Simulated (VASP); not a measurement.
A run of VASP 6.6.1 is set up as follows.

The input INCAR:

```
SYSTEM = FeS2
PREC     = Accurate       ! precision mode
ENCUT    = 600            ! plane-wave cutoff, eV
EDIFF    = 1E-6           ! SCF threshold, eV
ISMEAR   = 0              ! smearing method
SIGMA    = 0.05           ! smearing width, eV
LREAL    = .False.        ! projectors in reciprocal space
LASPH    = .True.         ! aspherical terms in the spheres
NELM     = 120            ! most SCF steps
ALGO     = Normal         ! electronic algorithm
ISIF     = 2              ! what is computed and relaxed
LWAVE    = .False.        ! write WAVECAR
LCHARG   = .False.        ! write CHGCAR
GGA      = PE             ! functional
NBANDS   = 29             ! bands
GGA_COMPAT= .False.
```

Contents of KPOINTS:

```
regular mesh
0
Gamma
  6 4 8
  0 0 0
```

Contents of POSCAR:

```
FeS2
1.0
    4.4713136113      0.0000000000      0.0000000000
    0.0000000000      5.4432127663      0.0000000000
    0.0000000000      0.0000000000      3.4110123989
Fe S
2 4
Direct
    0.0000000000      0.0000000000      0.0000000000
    0.5000000000      0.5000000000      0.5000000000
    0.2067598226      0.3751513438      0.0000000000
    0.2932401774      0.8751513438      0.5000000000
    0.7932401774      0.6248486562      0.0000000000
    0.7067598226      0.1248486562      0.5000000000
```

Potentials or basis: VASP PAW PBE potentials, release 64 (Fe, S).

Launch:

```sh
$ cat potpaw_PBE.64/Fe/POTCAR potpaw_PBE.64/S/POTCAR > POTCAR
$ mpirun -np 1 vasp_std > vasp.out
```

Question: Estimate the band gap on the k mesh.

Answer: 0.82 eV (least direct gap 1.13 eV).

Question: What does it give for the largest force?

Answer: 0.058 eV/Å.

Question: Estimate the pressure.

Answer: -2.7 GPa.

Forces on the atoms (eV/Å):
```
Fe   0.000  0.000  0.000
Fe   0.000  0.000  0.000
S   -0.049  0.030  0.000
S    0.049  0.030  0.000
S    0.049 -0.030  0.000
S   -0.049 -0.030  0.000
```

A k mesh can miss the band edges. PBE gaps usually lie below the measured ones, often by a third to a half.
